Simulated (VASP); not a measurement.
Crystal: Sb.

```xyz
2
Lattice="3.3750 0.0000 0.0000 -1.6875 2.9228 0.0000 0.0000 0.0000 5.5113" Properties=species:S:1:pos:R:3 pbc="T T T"
Sb    0.0000    1.9485    1.3778
Sb    1.6875    0.9743    4.1335
```

| Quantity | Value |
| --- | --- |
| Program | VASP 6.6.1 |
| Task | relaxation of cell and atoms |
| Functional | BLYP |
| Potentials or basis | VASP PAW PBE potentials, release 64 (Sb) |
| Cutoff | 600 eV |
| k mesh | 11 × 11 × 6 |
| Occupations | fermi-dirac, width 0.1 eV |
| Spin | no spin polarisation |

At the start: pressure 6.2 GPa; volume 27.18 Å³/atom.

**Question.** How do energy, volume and symmetry change on relaxing?

**Answer.** Over 7 steps the energy falls by 56.6 meV/atom and the volume is 30.37 Å³/atom (+11.7 %); space group P6_3/mmc (No. 194, to 0.05 Å).

The path:
| step | energy change (eV) | largest force (eV/Å) | pressure (GPa) | volume (Å³) |
| --- | --- | --- | --- | --- |
| 1 | 0.0000 | 0.0000 | 6.22 | 54.37 |
| 2 | -0.0983 | 0.0000 | -1.64 | 63.10 |
| 3 | -0.1111 | 0.0000 | 0.00 | 60.62 |
| 4 | -0.1110 | 0.0000 | -0.10 | 60.75 |
| 5 | -0.1122 | 0.0000 | -0.08 | 60.75 |
| 6 | -0.1131 | 0.0000 | -0.05 | 60.74 |
| 7 | -0.1132 | 0.0000 | -0.03 | 60.74 |

Final structure:
```
Sb
1.0
     3.47101    0.00000    0.00000
    -1.73550    3.00598    0.00000
     0.00000    0.00000    5.82117
Sb
2
Direct
  0.33333 0.66667 0.25000
  0.66667 0.33333 0.75000
```

Caveat: the PAW data sets were made with another functional, which shifts forces and pressure a little.
